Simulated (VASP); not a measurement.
# Pb (Fm-3m) in VASP: further runs

Runs on Pb. Level: LDA. Tasks: single point, relaxation of cell and atoms.

Everything below comes from runs of VASP 6.6.1. Logs are shortened: lines on timing, memory, paths and dates and some standing lists are left out, and cuts for length are marked.

## 1. The cell of the first run

The structure is cubic, space group Fm-3m (No. 225). The conventional cell has a = 4.877 Å, b = 4.877 Å, c = 4.877 Å, α = 90.00°, β = 90.00°, γ = 90.00°. Pb (site symmetry m-3m) has 12 Pb at 3.45 Å within 4.5 Å.

## 2. Single point, LDA

INCAR reads:

```
ALGO = Normal
EDIFF = 1E-7
ENCUT = 520
GGA = CA
ISIF = 2
ISMEAR = 1
LASPH = True
LCHARG = True
LELF = True
LREAL = False
LVHAR = True
LWAVE = False
NBANDS = 13
NELM = 60
PREC = Accurate
SIGMA = 0.05
```

KPOINTS reads:

```
k-points
0
Gamma
  9 9 9
```

POSCAR reads:

```
Pb
1.0
    0.0000000000      2.4386018681      2.4386018681
    2.4386018681      0.0000000000      2.4386018681
    2.4386018681      2.4386018681      0.0000000000
Pb
1
Direct
    0.0000000000      0.0000000000      0.0000000000
```

Potentials or basis: VASP PAW LDA potentials, release 64 (Pb_d).

Command:

```sh
cat potpaw_LDA.64/Pb_d/POTCAR > POTCAR
mpirun -np 1 vasp_std > vasp.out
```

OUTCAR:

```text
EDIFF = 1E-7
   ENCUT = 520
   GGA = CA
   ISIF = 2
   ISMEAR = 1
   LASPH = True
   LREAL = False
   NELM = 60
   PREC = Accurate

 ion  position               nearest neighbor table
   1  0.000  0.000  0.000-

  LATTYP: Found a face centered cubic cell.
 ALAT       =     4.8772037362

  Lattice vectors:

 A1 = (   0.0000000000,   2.4386018681,   2.4386018681)
 A2 = (   2.4386018681,   0.0000000000,   2.4386018681)
 A3 = (   2.4386018681,   2.4386018681,   0.0000000000)

Analysis of symmetry for initial positions (statically):
=====================================================================
 Subroutine PRICEL returns:
 Original cell was already a primitive cell.

 Routine SETGRP: Setting up the symmetry group for a
 face centered cubic supercell.

 Subroutine GETGRP returns: Found 48 space group operations
 (whereof 48 operations were pure point group operations)
 out of a pool of 48 trial point group operations.

The static configuration has the point symmetry O_h .

Analysis of symmetry for dynamics (positions and initial velocities):
=====================================================================
 Subroutine PRICEL returns:
 Original cell was already a primitive cell.

 Routine SETGRP: Setting up the symmetry group for a
 face centered cubic supercell.

 Subroutine GETGRP returns: Found 48 space group operations
 (whereof 48 operations were pure point group operations)
 out of a pool of 48 trial point group operations.

The dynamic configuration has the point symmetry O_h .

 Subroutine INISYM returns: Found 48 space group operations
 (whereof 48 operations are pure point group operations),
 and found     1 'primitive' translations

----------------------------------------------------------------------------------------

                                     Primitive cell

  volume of cell :      29.0037

  direct lattice vectors                    reciprocal lattice vectors
     0.000000000  2.438601868  2.438601868    -0.205035519  0.205035519  0.205035519
     2.438601868  0.000000000  2.438601868     0.205035519 -0.205035519  0.205035519
     2.438601868  2.438601868  0.000000000     0.205035519  0.205035519 -0.205035519

  length of vectors
     3.448703835  3.448703835  3.448703835     0.355131937  0.355131937  0.355131937

  position of ions in fractional coordinates (direct lattice)
     0.000000000  0.000000000  0.000000000

  ion indices of the primitive-cell ions
   primitive index   ion index
                 1           1

----------------------------------------------------------------------------------------

 KPOINTS: k-points

Automatic generation of k-mesh.
 Grid dimensions read from file:
 generate k-points for:    9    9    9

 Generating k-lattice:

  Cartesian coordinates                     Fractional coordinates (reciprocal lattice)
    -0.022781724  0.022781724  0.022781724     0.111111111  0.000000000  0.000000000
     0.022781724 -0.022781724  0.022781724     0.000000000  0.111111111  0.000000000
     0.022781724  0.022781724 -0.022781724     0.000000000  0.000000000  0.111111111

  Length of vectors
     0.039459104  0.039459104  0.039459104

  Shift w.r.t. Gamma in fractional coordinates (k-lattice)
     0.000000000  0.000000000  0.000000000

 Subroutine IBZKPT returns following result:
 ===========================================

 Found     35 irreducible k-points:

 Following reciprocal coordinates:
            Coordinates               Weight
  0.000000  0.000000  0.000000      1.000000
  0.111111  0.000000  0.000000      8.000000
  0.222222  0.000000  0.000000      8.000000
  0.333333  0.000000  0.000000      8.000000
  0.444444  0.000000  0.000000      8.000000
  0.111111  0.111111  0.000000      6.000000
[... 16 lines left out ...]
 -0.333333  0.333333  0.000000     12.000000
  0.444444  0.444444  0.000000      6.000000
 [... further k-points ...]
   k-points           NKPTS =     35   k-points in BZ     NKDIM =     35   number of bands    NBANDS=     13
   number of dos      NEDOS =    301   number of ions     NIONS =      1
   total plane-waves  NPLWV =  21952
   dimension x,y,z NGX =    28 NGY =   28 NGZ =   28
   dimension x,y,z NGXF=    56 NGYF=   56 NGZF=   56
   ions per type =               1
   NGX,Y,Z   is equivalent  to a cutoff of  13.50, 13.50, 13.50 a.u.
   NGXF,Y,Z  is equivalent  to a cutoff of  26.99, 26.99, 26.99 a.u.
 SYSTEM =  unknown system
   PREC   = accura    normal or accurate (medium, high low for compatibility)
   ISTART =      0    job   : 0-new  1-cont  2-samecut
   ICHARG =      2    charge: 1-file 2-atom 10-const
   ISPIN  =      1    spin polarized calculation?
   LNONCOLLINEAR =      F non collinear calculations
   LSORBIT =      F    spin-orbit coupling
   LASPH  =      T    aspherical Exc in radial PAW
   ENCUT  =  520.0 eV  38.22 Ry    6.18 a.u.   6.41  6.41  6.41*2*pi/ulx,y,z
   NELM   =     60;   NELMIN=  2; NELMDL= -5     # of ELM steps
   EDIFF  = 0.1E-06   stopping-criterion for ELM
   LREAL  =      F    real-space projection
   EDIFFG = 0.1E-05   stopping-criterion for IOM
   NSW    =      0    number of steps for IOM
   IBRION =     -1    ionic relax: 0-MD 1-quasi-New 2-CG
   NFREE  =      0    steps in history (QN), initial steepest desc. (CG)
   ISIF   =      2    stress and relaxation
   ISYM   =      2    0-nonsym 1-usesym 2-fastsym
   POTIM  = 0.5000    time-step for ionic-motion
   TEBEG  =    0.0;   TEEND  =   0.0 temperature during run
   PSTRESS=    0.0 pullay stress
   NELECT =      14.0000    total number of electrons
   NUPDOWN=      -1.0000    fix difference up-down
   EMIN   =  10.00;   EMAX   =-10.00  energy-range for DOS
   EFERMI =   0.00;   METHOD = LEGACY
   ISMEAR =     1;   SIGMA  =   0.05  broadening in eV -4-tet -1-fermi 0-gaus
   EFERMI_NEDOS =   21; number of points for ismear=-14 and -15
   IALGO  =     38    algorithm
   IMIX   =      4    mixing-type and parameters
     AMIX     =   0.40;   BMIX     =  1.00
     AMIX_MAG =   1.60;   BMIX_MAG =  1.00
  volume/ion in A,a.u.               =      29.00       195.73
  Fermi-wavevector in a.u.,A,eV,Ry     =   1.284202  2.426790 22.438378  1.649174
  Thomas-Fermi vector in A             =   2.416409
   LORBIT       =      0    0 simple, 1 ext, 2 COOP (PROOUT), +10 PAW based schemes
   GGA     = CA    functional components
   LHFCALC =     F    Hartree Fock is set to
   AEXX    =    0.0000 exact exchange contribution
   IVDW    =     0    specifies the selected vdW correction
   LEPSILON=     F    determine dielectric tensor
   LRPA    =     F    only Hartree local field effects (RPA)
 non-spin polarized calculation
 Methfessel and Paxton  Order N= 1 SIGMA  =   0.05
  energy-cutoff  :      520.00
  volume of cell :       29.00
 maximum number of plane-waves:       797
 NGX is ok and might be reduce to    28
   NGX = 13   NGY = 13   NGZ = 13

 number of electron      13.9999999 magnetization

 Free energy of the ion-electron system (eV)
  ---------------------------------------------------
  ext. energy  EPLUGINS =         0.00000000
  ---------------------------------------------------
  free energy    TOTEN  =        -4.27080467 eV

  energy without entropy =       -4.27034369  energy(sigma->0) =       -4.27065101

 E-fermi :   7.3455     XC(G=0): -10.6698

 val. band max:        7.1357782198   @ k =  -0.2222   0.2222   0.0000
 cond. band min:       7.3479568532   @ k =  -0.2222   0.3333   0.1111
 fundamental gap:      0.2121786334
 Fermi energy:         7.3454917845

 k-point     1 :       0.0000    0.0000    0.0000
  band No.  band energies     occupation
      1      -9.5265      2.00000
      2      -9.5265      2.00000
      3      -9.5265      2.00000
      4      -9.3628      2.00000
      5      -9.3628      2.00000
      6      -4.5568      2.00000
      7      15.2236      0.00000
      8      15.2236      0.00000
      9      15.2236      0.00000
     10      17.3685      0.00000
     11      19.5591      0.00000
     12      20.3686      0.00000
     13      20.3686      0.00000

 k-point     2 :       0.1111    0.0000    0.0000
  band No.  band energies     occupation
      1      -9.5278      2.00000
      2      -9.5076      2.00000
      3      -9.5076      2.00000
      4      -9.3632      2.00000
      5      -9.3632      2.00000
      6      -4.3079      2.00000
      7      12.7955      0.00000
      8      14.9318      0.00000
      9      14.9318      0.00000
     10      17.0504      0.00000
     11      20.3693      0.00000
     12      20.8890      0.00000
     13      20.8890      0.00000

 k-point     3 :       0.2222    0.0000    0.0000
  band No.  band energies     occupation
      1      -9.5359      2.00000
      2      -9.4850      2.00000
      3      -9.4850      2.00000
      4      -9.3377      2.00000
      5      -9.3377      2.00000
      6      -3.5598      2.00000
      7       9.2011      0.00000
      8      14.3049      0.00000
      9      14.3049      0.00000
     10      16.7862      0.00000
     11      19.6429      0.00000
     12      20.4414      0.00000
     13      20.4414      0.00000
[... 305 lines left out ...]
 k-point    23 :      -0.3333    0.3333    0.0000
  band No.  band energies     occupation
      1      -9.5929      2.00000
      2      -9.4110      2.00000
      3      -9.3568      2.00000
      4      -9.3273      2.00000
      5      -9.2536      2.00000
      6       0.3388      2.00000
      7       5.6259      2.00000
      8       5.8782      2.00000
      9      11.2763      0.00000
     10      14.6454      0.00000
     11      21.6165      0.00000
     12      23.1722      0.00000
     13      23.2528      0.00000

 k-point    24 :       0.4444    0.4444    0.0000
  band No.  band energies     occupation
      1      -9.7119      2.00000
      2      -9.6084      2.00000
      3      -9.2249      2.00000
      4      -9.1817      2.00000
      5      -9.1817      2.00000
      6       0.3370      2.00000
      7       4.6935      2.00000
      8       9.6862      0.00000
      9       9.6862      0.00000
     10      13.2179      0.00000
     11      14.4335      0.00000
     12      25.9878      0.00000
     13      27.9702      0.00000

 [... further k-points ...]

------------------------ aborting loop because EDIFF is reached ----------------------------------------

  FORCE on cell =-STRESS in cart. coord.  units (eV):
  Direction    XX          YY          ZZ          XY          YZ          ZX
  --------------------------------------------------------------------------------------
  -------------------------------------------------------------------------------------
  Total        0.0140637      0.0140637      0.0140637      0.0000000      0.0000000     -0.0000000
  in kB        0.7768855      0.7768855      0.7768855      0.0000000      0.0000000     -0.0000000
  external PRESSURE =       0.7768855 kB  Pullay stress =       0.0000000 kB

 VOLUME and BASIS-vectors are now :
 -----------------------------------------------------------------------------
  energy-cutoff  :      520.00
  volume of cell :       29.00
      direct lattice vectors                 reciprocal lattice vectors
     0.000000000  2.438601868  2.438601868    -0.205035519  0.205035519  0.205035519
     2.438601868  0.000000000  2.438601868     0.205035519 -0.205035519  0.205035519
     2.438601868  2.438601868  0.000000000     0.205035519  0.205035519 -0.205035519

 POSITION                                       TOTAL-FORCE (eV/Angst)
 -----------------------------------------------------------------------------------
      0.00000      0.00000      0.00000        -0.000000      0.000000     -0.000000
 -----------------------------------------------------------------------------------
    total drift:                               -0.000000     -0.000000     -0.000000

  FREE ENERGIE OF THE ION-ELECTRON SYSTEM (eV)
  ---------------------------------------------------
  free  energy   TOTEN  =        -4.2708046664 eV

  energy  without entropy=       -4.2703436925  energy(sigma->0) =       -4.27065101
```

Wall time 24 s (1 thread of Intel Xeon 8259CL, shared host); peak memory 0.15 GiB.

Results:

```
Free energy            : -4.2708 eV
Pressure               : 0.1 GPa
Band gap on the k mesh : zero (bands 7 and 8 overlap by 9.35 eV)
```

Levels at points of the mesh, in eV from the Fermi level:
```
           k point  band 3  band 4  band 5  band 6  band 7  band 8  band 9  band 10  band 11  band 12
(0.00, 0.00, 0.00)  -16.87  -16.71  -16.71  -11.90    7.88    7.88    7.88    10.02    12.21    13.02
```

Caveat: spin-orbit coupling is left out, which moves the levels of the heavy elements.

## 3. Relaxation of cell and atoms, LDA

This run uses another cell than the first one, of 30.32 Å³/atom.

INCAR reads:

```
ALGO     = Normal         # electronic algorithm
EDIFF    = 1E-6           # SCF threshold, eV
EDIFFG   = -0.03          # ionic threshold
ENCUT    = 600            # plane-wave cutoff, eV
IBRION   = 2              # ionic algorithm
ISIF     = 3              # what is computed and relaxed
ISMEAR   = 1              # smearing method
LASPH    = True           # aspherical terms in the spheres
LCHARG   = False          # write CHGCAR
LREAL    = False          # projectors in reciprocal space
LWAVE    = False          # write WAVECAR
NELM     = 100            # most SCF steps
NSW      = 80             # ionic steps
PREC     = Accurate       # precision mode
SIGMA    = 0.05           # smearing width, eV
```

KPOINTS is that of step 2.

POSCAR reads:

```
Pb
1.0
    0.0000000000      2.4750200000      2.4750200000
    2.4750200000      0.0000000000      2.4750200000
    2.4750200000      2.4750200000      0.0000000000
Pb
1
Direct
    0.0000000000      0.0000000000      0.0000000000
```

Potentials or basis: VASP PAW LDA potentials, release 64 (Pb_d).

Command:

```sh
cat potpaw_LDA.64/Pb_d/POTCAR > POTCAR
mpirun -np 1 vasp_std > vasp.out
```

Run time: 34 s. Hardware: 1 thread of Intel Xeon 8259CL, shared host; peak memory 0.15 GiB.

It converged, with:

```yaml
Free_energy: -4.2710 eV
Relaxed_volume: 29.09 Å³/atom
Relaxed_cell: a = 3.452 Å, b = 3.452 Å, c = 3.452 Å, α = 60.00°, β = 60.00°, γ = 60.00°
Space_group_after_relaxing_to_0.1_Å: Fm-3m (No. 225)
Energy_gained_by_relaxing: 8.3 meV/atom
Ionic_steps: 3
Pressure_after_relaxing: 0.0 GPa
Band_gap_on_the_k_mesh: zero (bands 7 and 8 overlap by 9.31 eV)
```

Step by step:
```tsv
step	energy change (eV)	largest force (eV/Å)	pressure (GPa)	volume (Å³)
1	0.0000	0.0000	-2.09	30.32
2	-0.0070	0.0000	0.96	28.62
3	-0.0083	0.0000	-0.02	29.09
```

Final structure:
```yaml
crystal:
  lattice:
    - [0.00000, 2.44103, 2.44103]
    - [2.44103, 0.00000, 2.44103]
    - [2.44103, 2.44103, 0.00000]
  atoms:
    - { symbol: Pb, position: [0.00000, 0.00000, 0.00000] }
```

Levels at points of the mesh, in eV from the Fermi level:
```csv
k point,band 5,band 6,band 7,band 8,band 9,band 10
"(0.00, 0.00, 0.00)",-16.71,-11.88,7.85,7.85,7.85,10.02
```

Caveat: spin-orbit coupling is left out, which moves the levels of the heavy elements.
